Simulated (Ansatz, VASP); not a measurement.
# One calculation of ZrC, two programs

Contents of INCAR:

```
PREC = Accurate
ENCUT = 600
EDIFF = 1E-6
ISMEAR = -1
SIGMA = 0.1
LREAL = False
LASPH = True
NELM = 100
ALGO = Normal
ISIF = 3
LWAVE = False
LCHARG = False
GGA = PE
IBRION = 2
NSW = 80
EDIFFG = -0.01
```

The input KPOINTS:

```
regular mesh
0
Gamma
  11 11 11
```

POSCAR

```
ZrC
1.0
    0.0000000000      2.3650000000      2.3650000000
    2.3650000000      0.0000000000      2.3650000000
    2.3650000000      2.3650000000      0.0000000000
Zr C
1 1
Direct
    0.5000000000      0.5000000000      0.5000000000
    0.0000000000      0.0000000000      0.0000000000
```

Input for Ansatz:

```yaml
crystal:
  lattice:
    - [0.0, 2.365, 2.365]
    - [2.365, 0.0, 2.365]
    - [2.365, 2.365, 0.0]
  atoms:
    - { symbol: Zr, position: [0.5, 0.5, 0.5] }
    - { symbol: C, position: [0.0, 0.0, 0.0] }
  symmetry: { tolerance: 0.0003 }
hamiltonian:
  xc: pbe
  pseudopotentials: { kind: paw, azcp: { folder: soft_1 } }
basis:
  ecutwfc: 420
magnetization:
  spin_polarized: false
scf:
  occupations: { method: fermi_dirac, width: 0.1 }
kpoints:
  mp_grid: { grid: [11, 11, 11], shift: [0, 0, 0] }
output:
  forces: true
  stress: true
  eigenvalues: true
relax:
  max_steps: 60
  cell: {}
```

Alike in both runs: task relaxation of cell and atoms; functional PBE; k mesh 11 × 11 × 11; occupations fermi-dirac, width 0.1 eV; no spin polarisation.

```csv
,VASP,Ansatz
version,VASP 6.6.1,Ansatz 0.2.0
potentials or method,"VASP PAW PBE potentials, release 64 (Zr_sv, C), cutoff 600 eV",PAW plane waves
valence electrons in the cell,16,16
```

|  | VASP | Ansatz | Ansatz less VASP |
| --- | --- | --- | --- |
| gap on the k mesh at the Fermi level, each at its own relaxed structure (eV) | none | none | - |
| relaxed volume (Å³/atom) | 13.06 | 13.06 | -0.005 |
| relaxed cell length with the largest relative difference (Å) | 3.331 | 3.330 | -0.0005 |

A gap of «none» marks a metal or a gap that the smearing closes.
